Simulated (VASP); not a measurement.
Crystal: AlP.

```xyz
2
Lattice="0.0000 2.7255 2.7255 2.7255 0.0000 2.7255 2.7255 2.7255 0.0000" Properties=species:S:1:pos:R:3 pbc="T T T"
Al    0.0000    0.0000    0.0000
P     1.3627    1.3627    1.3627
```

Base run:

```yaml
Program: VASP 6.6.1
Functional: PBE
Potentials_or_basis: VASP PAW PBE potentials, release 64 (Al, P)
Cutoff: 500 eV
k_mesh: 10 × 10 × 10
Occupations: gaussian, width 0.01 eV
Spin: no spin polarisation
```

Its results: band gap on the k mesh 1.57 eV, indirect (least direct gap 3.35 eV); pressure 2.6 GPa.

Question: The run is repeated on the same cell with these changes: k mesh from 10 × 10 × 10 to 4 × 4 × 4. What comes out?

Answer: Band gap on the k mesh 1.54 eV, indirect (least direct gap 3.34 eV); pressure 3.1 GPa.

Caveats: some runs use coarse meshes.

A k mesh can miss the band edges.
